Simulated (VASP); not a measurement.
BN:

```
B N
1.0
     2.48960    0.00000    0.00000
    -1.24480    2.15606    0.00000
     0.00000    0.00000    6.56973
B N
2 2
Cartesian
  0.0000 1.4374 1.6424
  1.2448 0.7187 4.9273
  0.0000 1.4374 4.9273
  1.2448 0.7187 1.6424
```

This cell differs from its parent crystal: volume scaled by 0.98.

| Property | Result |
| --- | --- |
| Program | VASP 6.6.1 |
| Task | relaxation of shape and atoms at fixed volume |
| Functional | PBE |
| Dispersion | D3(BJ) |
| Potentials or basis | VASP PAW PBE potentials, release 64 (B, N) |
| Cutoff | 600 eV |
| k mesh | 12 × 12 × 4 |
| Occupations | gaussian, width 0.01 eV |
| Spin | no spin polarisation |

At the start: pressure 5.0 GPa; volume 8.82 Å³/atom.

Task: How do energy, volume and symmetry change on relaxing?

Result: Over 3 steps the energy falls by 2.6 meV/atom; space group P6_3/mmc (No. 194, to 0.05 Å).

Step by step:
```
step  energy change (eV)  largest force (eV/Å)  pressure (GPa)  volume (Å³)
   1              0.0000                0.0000            4.98        35.26
   2             -0.0105                0.0000            0.09        35.26
   3             -0.0105                0.0000            0.35        35.26
```

Final structure:
```xyz
4
Lattice="2.5055 0.0000 0.0000 -1.2527 2.1698 0.0000 0.0000 0.0000 6.4868" Properties=species:S:1:pos:R:3 pbc="T T T"
B     0.0000    1.4465    1.6217
B     1.2527    0.7233    4.8651
N     0.0000    1.4465    4.8651
N     1.2527    0.7233    1.6217
```

Caveat: the cell differs from its parent crystal (volume scaled by 0.98).
